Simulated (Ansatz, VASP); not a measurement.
# Ta: VASP beside Ansatz

File INCAR:

```
PREC = Accurate
ENCUT = 520
EDIFF = 1E-6
ISMEAR = -1
SIGMA = 0.1
LREAL = False
LASPH = True
NELM = 100
ALGO = Normal
ISIF = 2
LWAVE = False
LCHARG = False
NBANDS = 12
```

The input KPOINTS:

```
regular mesh
0
Gamma
  13 13 13
```

File POSCAR:

```
Ta
1.0
    2.6837561437      0.0000000000      0.0000000000
    0.0000000000      2.6837561437      0.0000000000
    0.0000000000      0.0000000000      2.6837561437
Ta
1
Direct
    0.0000000000      0.0000000000      0.0000000000
```

Input for Ansatz:

```yaml
crystal:
  lattice:
    - [2.6837561437, 0.0, 0.0]
    - [0.0, 2.6837561437, 0.0]
    - [0.0, 0.0, 2.6837561437]
  atoms:
    - { symbol: Ta, position: [0.0, 0.0, 0.0] }
hamiltonian:
  xc: lda
  pseudopotentials:
    kind: paw
    azcp:
      Ta: "pseudopotentials/Ta.paw.azcp"
basis:
  ecutwfc: 420
  fft_grid_basis: typed
kpoints:
  mp_grid: { grid: [13, 13, 13], shift: [0, 0, 0] }
magnetization:
  spin_polarized: false
scf:
  occupations: { method: fermi_dirac, width: 0.1 }
  lower_state_search: "off"
output:
  stress: true
```

Alike in both runs: task single point; functional LDA; k mesh 13 × 13 × 13; occupations fermi-dirac, width 0.1 eV; no spin polarisation.

|  | VASP | Ansatz |
| --- | --- | --- |
| version | VASP 6.6.1 | Ansatz 0.2.0 |
| potentials or method | VASP PAW LDA potentials, release 64 (Ta_pv), cutoff 520 eV | plane waves (420 eV) with PAW, scalar-relativistic |
| valence electrons in the cell | 11 | 13 |

VASP gave:

```
pressure (GPa) : 0.4
```

Q: Which values does Ansatz return?

A: Pressure (GPa): -0.2.

Ansatz warns that its potentials were made for another functional, while VASP's fit it. LDA's correlation is that of Perdew and Zunger in VASP and of Perdew and Wang (1992) in Ansatz. VASP's potentials hold 11 valence electrons a cell and Ansatz's 13, so a difference there can come from the potentials and not from the codes.

Neither program's run includes spin-orbit coupling.
